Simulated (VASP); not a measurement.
# Ti (P6_3/mmc) in VASP: notebook

Runs on Ti. Level: PBEsol. Tasks: single point, relaxation of cell and atoms.

Program: VASP 6.6.1. These are calculated values, not measurements. Logs are shortened: lines on timing, memory, paths and dates and some standing lists are left out, and cuts for length are marked.

### Step 1. The cell of the first run

Symmetry: P6_3/mmc, No. 194, hexagonal system. Conventional cell: a = 2.900 Å, b = 2.900 Å, c = 4.591 Å, α = 90.00°, β = 90.00°, γ = 120.00°. Ti (site symmetry -6m2) has 12 Ti at 2.84 to 2.90 Å within 3.7 Å.

### Step 2. Single point, PBEsol

The input, INCAR:

```
  ALGO = Normal
  EDIFF = 1E-6
  ENCUT = 500
  GGA = PS
  GGA_COMPAT = False
  ISIF = 2
  ISMEAR = -1
  LASPH = True
  LCHARG = False
  LREAL = False
  LWAVE = False
  NBANDS = 19
  NELM = 120
  PREC = Accurate
  SIGMA = 0.05
```

The input, KPOINTS:

```
k-points
0
Gamma
  20 20 11
```

The input, POSCAR:

```
Ti
1.0
    2.9004064859      0.0000000000      0.0000000000
   -1.4502032430      2.5118256981      0.0000000000
    0.0000000000      0.0000000000      4.5911775241
Ti
2
Direct
    0.3333333333      0.6666666667      0.2500000000
    0.6666666667      0.3333333333      0.7500000000
```

Potentials or basis: VASP PAW PBE potentials, release 64 (Ti_sv).

Command:

```bash
> cat potpaw_PBE.64/Ti_sv/POTCAR > POTCAR
> mpirun -np 1 vasp_std > vasp.out
```

OUTCAR:

```text
EDIFF = 1E-6
   ENCUT = 500
   GGA = PS
   ISIF = 2
   ISMEAR = -1
   LASPH = True
   LREAL = False
   NELM = 120
   PREC = Accurate

 ion  position               nearest neighbor table
   1  0.333  0.667  0.250-   2 2.84   2 2.84   2 2.84   2 2.84   2 2.84   2 2.84
   2  0.667  0.333  0.750-   1 2.84   1 2.84   1 2.84   1 2.84   1 2.84   1 2.84

  LATTYP: Found a hexagonal cell.
 ALAT       =     2.9004064859
 C/A-ratio  =     1.5829427863

  Lattice vectors:

 A1 = (   2.9004064859,   0.0000000000,   0.0000000000)
 A2 = (  -1.4502032430,   2.5118256981,   0.0000000000)
 A3 = (   0.0000000000,   0.0000000000,   4.5911775241)

Analysis of symmetry for initial positions (statically):
=====================================================================
 Subroutine PRICEL returns:
 Original cell was already a primitive cell.

 Routine SETGRP: Setting up the symmetry group for a
 hexagonal supercell.

 Subroutine GETGRP returns: Found 24 space group operations
 (whereof 12 operations were pure point group operations)
 out of a pool of 24 trial point group operations.

The static configuration has the point symmetry D_3d.
 The point group associated with its full space group is D_6h.

Analysis of symmetry for dynamics (positions and initial velocities):
=====================================================================
 Subroutine PRICEL returns:
 Original cell was already a primitive cell.

 Routine SETGRP: Setting up the symmetry group for a
 hexagonal supercell.

 Subroutine GETGRP returns: Found 24 space group operations
 (whereof 12 operations were pure point group operations)
 out of a pool of 24 trial point group operations.

The dynamic configuration has the point symmetry D_3d.
 The point group associated with its full space group is D_6h.

 Subroutine INISYM returns: Found 24 space group operations
 (whereof 12 operations are pure point group operations),
 and found     1 'primitive' translations

----------------------------------------------------------------------------------------

                                     Primitive cell

  volume of cell :      33.4482

  direct lattice vectors                    reciprocal lattice vectors
     2.900406486  0.000000000  0.000000000     0.344779259  0.199058398  0.000000000
    -1.450203243  2.511825698  0.000000000     0.000000000  0.398116796  0.000000000
     0.000000000  0.000000000  4.591177524     0.000000000  0.000000000  0.217809047

  length of vectors
     2.900406486  2.900406486  4.591177524     0.398116796  0.398116796  0.217809047

  position of ions in fractional coordinates (direct lattice)
     0.333333333  0.666666667  0.250000000
     0.666666667  0.333333333  0.750000000

  ion indices of the primitive-cell ions
   primitive index   ion index
                 1           1
                 2           2

----------------------------------------------------------------------------------------

 KPOINTS: k-points

Automatic generation of k-mesh.
 Grid dimensions read from file:
 generate k-points for:   20   20   11

 Generating k-lattice:

  Cartesian coordinates                     Fractional coordinates (reciprocal lattice)
     0.017238963  0.009952920  0.000000000     0.050000000 -0.000000000  0.000000000
     0.000000000  0.019905840  0.000000000     0.000000000  0.050000000  0.000000000
     0.000000000  0.000000000  0.019800822     0.000000000  0.000000000  0.090909091

  Length of vectors
     0.019905840  0.019905840  0.019800822

  Shift w.r.t. Gamma in fractional coordinates (k-lattice)
     0.000000000  0.000000000  0.000000000

 Subroutine IBZKPT returns following result:
 ===========================================

 Found    264 irreducible k-points:

 Following reciprocal coordinates:
            Coordinates               Weight
  0.000000  0.000000  0.000000      1.000000
  0.050000  0.000000  0.000000      6.000000
  0.100000 -0.000000  0.000000      6.000000
  0.150000 -0.000000  0.000000      6.000000
  0.200000 -0.000000  0.000000      6.000000
  0.250000  0.000000  0.000000      6.000000
[... 16 lines left out ...]
  0.200000  0.100000  0.000000     12.000000
  0.250000  0.100000  0.000000     12.000000
 [... further k-points ...]
   k-points           NKPTS =    264   k-points in BZ     NKDIM =    264   number of bands    NBANDS=     19
   number of dos      NEDOS =    301   number of ions     NIONS =      2
   total plane-waves  NPLWV =  20736
   dimension x,y,z NGX =    24 NGY =   24 NGZ =   36
   dimension x,y,z NGXF=    48 NGYF=   48 NGZF=   72
   ions per type =               2
   NGX,Y,Z   is equivalent  to a cutoff of  13.76, 13.76, 13.04 a.u.
   NGXF,Y,Z  is equivalent  to a cutoff of  27.51, 27.51, 26.07 a.u.
 SYSTEM =  unknown system
   PREC   = accura    normal or accurate (medium, high low for compatibility)
   ISTART =      0    job   : 0-new  1-cont  2-samecut
   ICHARG =      2    charge: 1-file 2-atom 10-const
   ISPIN  =      1    spin polarized calculation?
   LNONCOLLINEAR =      F non collinear calculations
   LSORBIT =      F    spin-orbit coupling
   LASPH  =      T    aspherical Exc in radial PAW
   ENCUT  =  500.0 eV  36.75 Ry    6.06 a.u.   5.29  5.29  8.37*2*pi/ulx,y,z
   NELM   =    120;   NELMIN=  2; NELMDL= -5     # of ELM steps
   EDIFF  = 0.1E-05   stopping-criterion for ELM
   LREAL  =      F    real-space projection
   EDIFFG = 0.1E-04   stopping-criterion for IOM
   NSW    =      0    number of steps for IOM
   IBRION =     -1    ionic relax: 0-MD 1-quasi-New 2-CG
   NFREE  =      0    steps in history (QN), initial steepest desc. (CG)
   ISIF   =      2    stress and relaxation
   ISYM   =      2    0-nonsym 1-usesym 2-fastsym
   POTIM  = 0.5000    time-step for ionic-motion
   TEBEG  =    0.0;   TEEND  =   0.0 temperature during run
   PSTRESS=    0.0 pullay stress
   NELECT =      24.0000    total number of electrons
   NUPDOWN=      -1.0000    fix difference up-down
   EMIN   =  10.00;   EMAX   =-10.00  energy-range for DOS
   EFERMI =   0.00;   METHOD = LEGACY
   ISMEAR =    -1;   SIGMA  =   0.05  broadening in eV -4-tet -1-fermi 0-gaus
   EFERMI_NEDOS =   21; number of points for ismear=-14 and -15
   IALGO  =     38    algorithm
   IMIX   =      4    mixing-type and parameters
     AMIX     =   0.40;   BMIX     =  1.00
     AMIX_MAG =   1.60;   BMIX_MAG =  1.00
  volume/ion in A,a.u.               =      16.72       112.86
  Fermi-wavevector in a.u.,A,eV,Ry     =   1.465619  2.769618 29.225847  2.148039
  Thomas-Fermi vector in A             =   2.581454
   LORBIT       =      0    0 simple, 1 ext, 2 COOP (PROOUT), +10 PAW based schemes
   GGA     = PS    functional components
   LHFCALC =     F    Hartree Fock is set to
   AEXX    =    0.0000 exact exchange contribution
   IVDW    =     0    specifies the selected vdW correction
   LEPSILON=     F    determine dielectric tensor
   LRPA    =     F    only Hartree local field effects (RPA)
 non-spin polarized calculation
  energy-cutoff  :      500.00
  volume of cell :       33.45
 maximum number of plane-waves:       868
 NGX is ok and might be reduce to    24
   NGX = 11   NGY = 11   NGZ = 17

 number of electron      23.9999999 magnetization

 Free energy of the ion-electron system (eV)
  ---------------------------------------------------
  ext. energy  EPLUGINS =         0.00000000
  ---------------------------------------------------
  free energy    TOTEN  =       -16.68692356 eV

  energy without entropy =      -16.67008886  energy(sigma->0) =      -16.67850621

 E-fermi :   8.6176     XC(G=0): -11.8172

 val. band max:        8.6173216500   @ k =   0.0000   0.0000   0.3636
 cond. band min:       8.6194507019   @ k =   0.3500   0.3000   0.2727
 fundamental gap:      0.0021290518
 Fermi energy:         8.6176160542

 k-point     1 :       0.0000    0.0000    0.0000
  band No.  band energies     occupation
      1     -47.9526      2.00000
      2     -47.7896      2.00000
      3     -24.6916      2.00000
      4     -23.9592      2.00000
      5     -23.9592      2.00000
      6     -23.8789      2.00000
[... 11 lines left out ...]
     18      10.2949      0.00000
     19      11.9196      0.00000

 k-point     2 :       0.0500    0.0000    0.0000
  band No.  band energies     occupation
      1     -47.9497      2.00000
      2     -47.7885      2.00000
      3     -24.6853      2.00000
      4     -23.9722      2.00000
      5     -23.9636      2.00000
      6     -23.8816      2.00000
[... 11 lines left out ...]
     18      10.2521      0.00000
     19      11.9432      0.00000

 k-point     3 :       0.1000   -0.0000    0.0000
  band No.  band energies     occupation
      1     -47.9411      2.00000
      2     -47.7851      2.00000
      3     -24.6666      2.00000
      4     -24.0102      2.00000
      5     -23.9761      2.00000
      6     -23.8974      2.00000
[... 11 lines left out ...]
     18      10.1355      0.00000
     19      12.0044      0.00000

 k-point     4 :       0.1500   -0.0000    0.0000
  band No.  band energies     occupation
      1     -47.9275      2.00000
      2     -47.7802      2.00000
      3     -24.6366      2.00000
      4     -24.0697      2.00000
      5     -23.9953      2.00000
      6     -23.9576      2.00000
[... 11 lines left out ...]
     18      10.3414      0.00000
     19      12.0828      0.00000

 k-point     5 :       0.2000   -0.0000    0.0000
  band No.  band energies     occupation
      1     -47.9099      2.00000
      2     -47.7742      2.00000
      3     -24.5967      2.00000
      4     -24.1451      2.00000
      5     -24.0319      2.00000
      6     -24.0187      2.00000
[... 11 lines left out ...]
     18      10.6326      0.00000
     19      12.1614      0.00000
[... 334 lines left out ...]
      2     -47.7774      2.00000
      3     -24.6191      2.00000
      4     -24.0898      2.00000
      5     -24.0418      2.00000
      6     -23.9596      2.00000
[... 11 lines left out ...]
     18      10.5348      0.00000
     19      12.0940      0.00000

 k-point    22 :       0.1500    0.1000    0.0000
  band No.  band energies     occupation
      1     -47.9027      2.00000
      2     -47.7720      2.00000
      3     -24.5802      2.00000
      4     -24.1526      2.00000
      5     -24.1016      2.00000
      6     -23.9947      2.00000
[... 11 lines left out ...]
     18      10.8694      0.00000
     19      12.1446      0.00000

 k-point    23 :       0.2000    0.1000    0.0000
  band No.  band energies     occupation
      1     -47.8832      2.00000
      2     -47.7666      2.00000
      3     -24.5337      2.00000
      4     -24.2288      2.00000
      5     -24.1621      2.00000
      6     -24.0329      2.00000
[... 11 lines left out ...]
     18      11.2579      0.00000
     19      12.1919      0.00000

 k-point    24 :       0.2500    0.1000    0.0000
  band No.  band energies     occupation
      1     -47.8627      2.00000
      2     -47.7621      2.00000
      3     -24.4823      2.00000
      4     -24.3082      2.00000
      5     -24.2194      2.00000
      6     -24.0704      2.00000
[... 11 lines left out ...]
     18      11.6842      0.00000
     19      12.2313      0.00000

 [... further k-points ...]

------------------------ aborting loop because EDIFF is reached ----------------------------------------

  FORCE on cell =-STRESS in cart. coord.  units (eV):
  Direction    XX          YY          ZZ          XY          YZ          ZX
  --------------------------------------------------------------------------------------
  -------------------------------------------------------------------------------------
  Total       -0.0568338     -0.0568338     -0.0668375      0.0000000      0.0000000      0.0000000
  in kB       -2.7223558     -2.7223558     -3.2015361      0.0000000      0.0000000      0.0000000
  external PRESSURE =      -2.8820825 kB  Pullay stress =       0.0000000 kB

 VOLUME and BASIS-vectors are now :
 -----------------------------------------------------------------------------
  energy-cutoff  :      500.00
  volume of cell :       33.45
      direct lattice vectors                 reciprocal lattice vectors
     2.900406486  0.000000000  0.000000000     0.344779259  0.199058398  0.000000000
    -1.450203243  2.511825698  0.000000000     0.000000000  0.398116796  0.000000000
     0.000000000  0.000000000  4.591177524     0.000000000  0.000000000  0.217809047

 POSITION                                       TOTAL-FORCE (eV/Angst)
 -----------------------------------------------------------------------------------
     -0.00000      1.67455      1.14779        -0.000000      0.000000      0.000000
      1.45020      0.83728      3.44338         0.000000     -0.000000      0.000000
 -----------------------------------------------------------------------------------
    total drift:                               -0.000000      0.000000     -0.000000

  FREE ENERGIE OF THE ION-ELECTRON SYSTEM (eV)
  ---------------------------------------------------
  free  energy   TOTEN  =       -16.6869235592 eV

  energy  without entropy=      -16.6700888580  energy(sigma->0) =      -16.67850621
```

It took 57 s on 1 thread of Intel Xeon 6975P-C (Granite Rapids), shared host; peak memory 0.25 GiB.

Results:

```
Free energy            : -16.6869 eV
Pressure               : -0.3 GPa
Band gap on the k mesh : zero (bands 12 and 13 overlap by 1.09 eV)
```

Caveat: the PAW data sets were made with another functional, which shifts forces and pressure a little.

### Step 3. Single point, PBEsol

The input, INCAR:

```
SYSTEM = Ti
ALGO = Normal
EDIFF = 1E-6
ENCUT = 500
GGA = PS
GGA_COMPAT = .FALSE.
ISIF = 2
ISMEAR = -1
LASPH = .TRUE.
LCHARG = .FALSE.
LREAL = .FALSE.
LWAVE = .FALSE.
NBANDS = 19
NELM = 120
PREC = Accurate
SIGMA = 0.05
```

The input, KPOINTS:

```
k-points
0
G
  20 20 11
  0 0 0
```

POSCAR: that of step 2 with these lines changed.

```diff
@@ -2,3 +2,3 @@
 1.0
-    2.9004064859      0.0000000000      0.0000000000
+    2.9004064860      0.0000000000      0.0000000000
    -1.4502032430      2.5118256981      0.0000000000
```

Potentials or basis: VASP PAW PBE potentials, release 64 (Ti_sv).

Command:

```bash
> cat potpaw_PBE.64/Ti_sv/POTCAR > POTCAR
> mpirun -np 1 vasp_std > vasp.out
```

It took 55 s on 1 thread of Intel Xeon 6975P-C (Granite Rapids), shared host; peak memory 0.24 GiB.

The run converged. Its results:

```yaml
Free_energy: -16.6869 eV
Pressure: -0.3 GPa
Band_gap_on_the_k_mesh: zero (bands 12 and 13 overlap by 1.09 eV)
```

Levels at points of the mesh, in eV from the Fermi level:
| k point | band 8 | band 9 | band 10 | band 11 | band 12 | band 13 | band 14 | band 15 | band 16 | band 17 |
| --- | --- | --- | --- | --- | --- | --- | --- | --- | --- | --- |
| (0.00, 0.00, 0.00) | -32.46 | -6.30 | -2.79 | 0.79 | 0.79 | 0.89 | 0.92 | 1.32 | 1.32 | 1.68 |
| (0.50, 0.00, 0.00) | -32.54 | -2.41 | -2.28 | -1.96 | -0.59 | 0.47 | 0.65 | 1.23 | 3.51 | 3.75 |

Caveat: the PAW data sets were made with another functional, which shifts forces and pressure a little.

[end of part 1 of 2]
